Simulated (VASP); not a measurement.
TaN:

```
Ta N
1.0
     2.97666    0.00000    0.00000
    -1.48833    2.57787    0.00000
     0.00000    0.00000    2.92094
Ta N
1 1
Direct
  0.00000 0.00000 0.50000
  0.66667 0.33333 0.00000
```

Base run:

| Property | Result |
| --- | --- |
| Program | VASP 6.6.1 |
| Functional | r2SCAN |
| Potentials or basis | VASP PAW PBE potentials, release 64 (Ta_pv, N) |
| Cutoff | 520 eV |
| k mesh | 10 × 10 × 9 |
| Occupations | fermi-dirac, width 0.05 eV |
| Spin | no spin polarisation |

Its results: band gap on the k mesh zero (band 8 reaches 8.09 eV, above the bottom of band 9 at 7.77 eV); pressure -11.8 GPa.

The run is repeated on the same cell with these changes: functional from r2SCAN to PBEsol. What comes out?

Band gap on the k mesh zero (band 8 reaches 7.89 eV, above the bottom of band 9 at 7.61 eV); pressure -16.6 GPa.

Caveats: the PAW data sets were made with another functional, which shifts forces and pressure a little; spin-orbit coupling is left out, which moves the levels of the heavy elements.
